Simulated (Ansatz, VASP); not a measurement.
**Ge: VASP beside Ansatz**

```xyz
1
Lattice="-1.6115 1.6115 1.6115 1.6115 -1.6115 1.6115 1.6115 1.6115 -1.6115" Properties=species:S:1:pos:R:3 pbc="T T T"
Ge    0.0000    0.0000    0.0000
```

Alike in both runs: task single point; functional PBE; k mesh 15 × 15 × 15; occupations fermi-dirac, width 0.0161 eV; no spin polarisation.

|  | VASP | Ansatz |
| --- | --- | --- |
| version | VASP 6.6.1 | Ansatz 0.2.0 |
| potentials or method | VASP PAW PBE potentials, release 64 (Ge_d), cutoff 520 eV | PAW plane waves |
| valence electrons in the cell | 14 | 14 |

|  | VASP | Ansatz | Ansatz less VASP |
| --- | --- | --- | --- |
| pressure (GPa) | 11.8 | 11.8 | +0.06 |

The functional is the same, so the differences come from potentials, cutoffs and numerics.
